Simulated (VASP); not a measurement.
# Si in VASP: a series of runs, part 2 of 2

VASP 6.6.1. Earlier steps stand in the parts before.

**5. Single point, PBEsol (uniaxial strain along a: -4.0 %)**

The input, INCAR:

```
ALGO     = Normal         # electronic algorithm
EDIFF    = 1E-7           # SCF threshold, eV
ENCUT    = 520            # plane-wave cutoff, eV
GGA      = PS             # functional
ISIF     = 2              # what is computed and relaxed
ISMEAR   = 0              # smearing method
LASPH    = True           # aspherical terms in the spheres
LCHARG   = True           # write CHGCAR
LELF     = True           # ELF
LREAL    = False          # projectors in reciprocal space
LVHAR    = True         
LWAVE    = False          # write WAVECAR
NBANDS   = 16             # bands
NELM     = 60             # most SCF steps
PREC     = Accurate       # precision mode
SIGMA    = 0.02           # smearing width, eV
```

The input, KPOINTS:

```
k-points
0
Gamma
  10 10 8
```

The input, POSCAR:

```
Si
1.0
    2.6082403976      2.6082403976      0.0000000000
   -2.7440862516      2.7440862516      0.0000000000
    0.0000000000      0.0000000000      5.4881725032
Si
4
Direct
    0.0000000000      0.5000000000      0.2514822651
    0.0000000000      0.0000000000      0.4985177349
    0.5000000000      0.0000000000      0.7514822651
    0.5000000000      0.5000000000     -0.0014822651
```

Potentials or basis: VASP PAW PBE potentials, release 64 (Si).

Command:

```console
$ cat potpaw_PBE.64/Si/POTCAR > POTCAR
$ mpirun -np 1 vasp_std > vasp.out
```

OUTCAR:

```text
EDIFF = 1E-7
   ENCUT = 520
   GGA = PS
   ISIF = 2
   ISMEAR = 0
   LASPH = True
   LREAL = False
   NELM = 60
   PREC = Accurate

 ion  position               nearest neighbor table
   1  0.000  0.500  0.251-   4 2.31   4 2.31   2 2.37   2 2.37
   2  0.000  0.000  0.499-   3 2.31   3 2.31   1 2.37   1 2.37
   3  0.500  0.000  0.751-   2 2.31   2 2.31   4 2.37   4 2.37
   4  0.500  0.500  0.999-   1 2.31   1 2.31   3 2.37   3 2.37

  LATTYP: Found a simple orthorhombic cell.
[... 678 lines left out ...]
  FORCE on cell =-STRESS in cart. coord.  units (eV):
  Direction    XX          YY          ZZ          XY          YZ          ZX
  --------------------------------------------------------------------------------------
  -------------------------------------------------------------------------------------
  Total        1.5244151      1.5244151      0.2595588      2.3976705      0.0000000      0.0000000
  in kB       31.0892828     31.0892828      5.2935028     48.8986596      0.0000000      0.0000000
  external PRESSURE =      22.4906895 kB  Pullay stress =       0.0000000 kB

 VOLUME and BASIS-vectors are now :
 -----------------------------------------------------------------------------
  energy-cutoff  :      520.00
  volume of cell :       78.56
      direct lattice vectors                 reciprocal lattice vectors
     2.608240398  2.608240398  0.000000000     0.191700121  0.191700121  0.000000000
    -2.744086252  2.744086252  0.000000000    -0.182210016  0.182210016  0.000000000
     0.000000000  0.000000000  5.488172503     0.000000000  0.000000000  0.182210016

 POSITION                                       TOTAL-FORCE (eV/Angst)
 -----------------------------------------------------------------------------------
     -1.37204      1.37204      1.38018         0.000000      0.000000      0.312056
      0.00000      0.00000      2.73595        -0.000000     -0.000000     -0.312056
      1.30412      1.30412      4.12426        -0.000000     -0.000000      0.312056
     -0.06792      2.67616      5.48004         0.000000      0.000000     -0.312056
 -----------------------------------------------------------------------------------
    total drift:                                0.000000     -0.000000     -0.000000

  FREE ENERGIE OF THE ION-ELECTRON SYSTEM (eV)
  ---------------------------------------------------
  free  energy   TOTEN  =       -22.9086398961 eV

  energy  without entropy=      -22.9086398875  energy(sigma->0) =      -22.90863989
```

stdout:

```text
POSCAR found type information on POSCAR Si
 POSCAR found :  1 types and       4 ions
 scaLAPACK will be used
 -----------------------------------------------------------------------------
|                                                                             |
|                                                                             |
|     You enforced a specific xc type in the INCAR file but a different       |
|     I HOPE YOU KNOW WHAT YOU ARE DOING!                                     |
|                                                                             |
 -----------------------------------------------------------------------------

 LDA part: xc-table for (Slater+PW92), standard interpolation
 POSCAR, INCAR and KPOINTS ok, starting setup
 FFT: planning ... GRIDC
 FFT: planning ... GRID_SOFT
 FFT: planning ... GRID
 WAVECAR not read
 entering main loop
```

Wall time 2.2 min (1 thread of AMD EPYC 7R13 (Zen 3), shared host); peak memory 0.26 GiB.

What came out:

```
Free energy            : -22.9086 eV
Pressure               : 2.2 GPa
Largest force          : 0.312 eV/Å
Band gap on the k mesh : 0.12 eV
```

Forces in eV/Å, atoms in the order of the input:
```
Si   0.000  0.000  0.312
Si   0.000  0.000 -0.312
Si   0.000  0.000  0.312
Si   0.000  0.000 -0.312
```

Levels at points of the mesh, in eV from the valence-band top:
```
           k point  band 6  band 7  band 8  band 9  band 10  band 11
(0.00, 0.00, 0.00)   -0.38   -0.33    0.00    0.12     0.80     1.91
(0.50, 0.00, 0.00)   -4.16   -1.63   -1.63    2.08     2.08     4.34
(0.00, 0.50, 0.00)   -4.26   -1.25   -1.25    2.53     2.53     4.79
(0.50, 0.50, 0.00)   -3.22   -3.22   -3.22    0.25     0.25     0.25
(0.00, 0.00, 0.50)   -2.36   -1.78   -1.78    0.90     0.90     2.80
(0.50, 0.00, 0.50)   -1.68   -1.49   -1.49    1.05     1.05     2.86
(0.00, 0.50, 0.50)   -1.50   -1.14   -1.14    1.44     1.44     2.96
(0.50, 0.50, 0.50)   -4.22   -4.22   -4.22    3.73     3.73     3.73
```

Caveat: the cell differs from its parent crystal (uniaxial strain along a: -4.0 %); the PAW data sets were made with another functional, which shifts forces and pressure a little. A k mesh can miss the band edges.

**6. The runs side by side**

```csv
cell,gap on the mesh (eV),pressure (GPa)
"a = 3.842, b = 3.842, c = 5.434 Å, 4 atoms, atomic positions A",0.46,0.1
"a = 3.689, b = 3.854, c = 5.511 Å, 4 atoms, atomic positions B",none,2.4
"a = 3.689, b = 3.881, c = 5.488 Å, 4 atoms, atomic positions C",0.12,2.2
```

Alike in all rows: task single point; level PBEsol; potentials or basis VASP PAW PBE potentials, release 64 (Si); no spin polarisation; k mesh 10 × 10 × 8; cutoff (eV) 520; smearing gaussian 0.02 eV.

Caveats: the PAW data sets were made with another functional, which shifts forces and pressure a little; semilocal functionals underestimate gaps, and a narrow one can read as zero (at least some runs).

Absolute energies hang on the potentials; compare differences alone.
